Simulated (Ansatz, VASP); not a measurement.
# One calculation of AlN, two programs

```
CELL_PARAMETERS angstrom
0.00000 2.18488 2.18488
2.18488 0.00000 2.18488
2.18488 2.18488 0.00000
ATOMIC_POSITIONS crystal
Al 0.00000 0.00000 0.00000
N 0.25000 0.25000 0.25000
```

Alike in both runs: task single point; functional PBEsol; k mesh 8 × 8 × 8; occupations gaussian, width 0.5 eV; no spin polarisation.

```csv
,VASP,Ansatz
version,VASP 6.6.1,Ansatz 0.2.0
potentials or method,"VASP PAW PBE potentials, release 64 (Al, N)",plane waves
plane-wave cutoff (eV),600,420
valence electrons in the cell,8,8
```

```csv
,VASP,Ansatz,Ansatz less VASP
pressure (GPa),0.9,1.1,+0.16
```

VASP's potentials were made for PBE, not for PBEsol.
